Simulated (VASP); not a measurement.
Write the native input for VASP 6.6.1 that does the following.

- Task: single point
- Functional: PBE
- Potentials or basis: VASP PAW PBE potentials, release 64 (Sn_d, Pb_d, O)
- Cutoff: 520 eV
- k mesh: 4 × 4 × 1
- Occupations: gaussian, width 0.1 eV
- Spin: no spin polarisation
- Dipole correction: no
- Further INCAR settings: ALGO = Normal; EDIFF = 1e-07; NBANDS = 72

The structure of SnPb2O3 lies in POSCAR:

```
SnPb2O3
1.0
    3.9853943224      0.0000000000      0.0000000000
    0.0000000000      3.9853943224      0.0000000000
    0.0000000000      0.0000000000     16.3907377660
Sn Pb O
2 4 6
Direct
    0.5000000000      1.0000000000      0.9163634890
    0.0000000000      0.5000000000      0.0836365110
    0.5000000000      0.0000000000      0.2262794428
    0.5000000000      1.0000000000      0.5742540567
    0.0000000000      0.5000000000      0.4257459433
    0.0000000000      0.5000000000      0.7737205572
    0.5000000000      0.5000000000      0.8483132610
    0.5000000000      0.5000000000      0.1516867390
    0.5000000000      0.5000000000      0.5000000000
    0.0000000000      0.0000000000      0.8483132610
    0.0000000000      0.0000000000      0.1516867390
    0.0000000000      0.0000000000      0.5000000000
```

One way to write it, as run:

INCAR

```
ALGO = Normal
EDIFF = 1E-7
ENCUT = 520
GGA = PE
ISIF = 2
ISMEAR = 0
LASPH = True
LCHARG = True
LELF = True
LREAL = False
LVHAR = True
LWAVE = False
NBANDS = 72
NELM = 100
PREC = Accurate
SIGMA = 0.1
```

KPOINTS

```
k-points
0
Gamma
  4 4 1
```

Potentials or basis: VASP PAW PBE potentials, release 64 (Sn_d, Pb_d, O).

Run with:

```sh
$ cat potpaw_PBE.64/Sn_d/POTCAR potpaw_PBE.64/Pb_d/POTCAR potpaw_PBE.64/O/POTCAR > POTCAR
$ mpirun -np 1 vasp_std > vasp.out
```

Results of the run:

| Property | Result |
| --- | --- |
| Pressure | 0.1 GPa |
| Largest force | 0.058 eV/Å |
| Band gap on the k mesh | 1.30 eV (least direct gap 1.51 eV) |

Caveat: spin-orbit coupling is left out, which moves the levels of the heavy elements.

It took 5.3 min on 1 thread of Oxide Virtual Turin-like Processor (shared host), peak memory 0.35 GiB.
